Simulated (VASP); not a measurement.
BiPt:

```
Bi Pt
1.0
     4.27185    0.00000    0.00000
    -2.13593    3.69953    0.00000
     0.00000    0.00000    5.49000
Bi Pt
2 2
Direct
  0.33333 0.66667 0.25000
  0.66667 0.33333 0.75000
  0.00000 0.00000 0.00000
  0.00000 0.00000 0.50000
```

This cell differs from its parent crystal: equal xx and yy strain of -1 %.

Base run:

```yaml
Program: VASP 6.6.1
Functional: LDA
Potentials_or_basis: VASP PAW LDA potentials, release 64 (Bi_d, Pt)
Cutoff: 520 eV
k_mesh: 9 × 9 × 6
Occupations: fermi-dirac, width 0.05 eV
Spin: no spin polarisation
```

Its results: band gap on the k mesh zero (bands 25 and 26 overlap by 4.12 eV); pressure 2.8 GPa.

The run is repeated on the same cell with these changes: potentials or basis from VASP PAW LDA potentials, release 64 (Bi_d, Pt) to VASP PAW LDA potentials, release 64 (Bi_d, Pt_sv_GW); cutoff from 520 eV to 430 eV; further incar settings from ALGO = Normal; EDIFF = 1e-07; NBANDS = 33 to ALGO = Normal; EDIFF = 1e-08; NBANDS = 41; valence electrons from 50 to 66. What comes out?

Band gap on the k mesh zero (bands 33 and 34 overlap by 4.12 eV); pressure 1.4 GPa.

Caveats: spin-orbit coupling is left out, which moves the levels of the heavy elements.
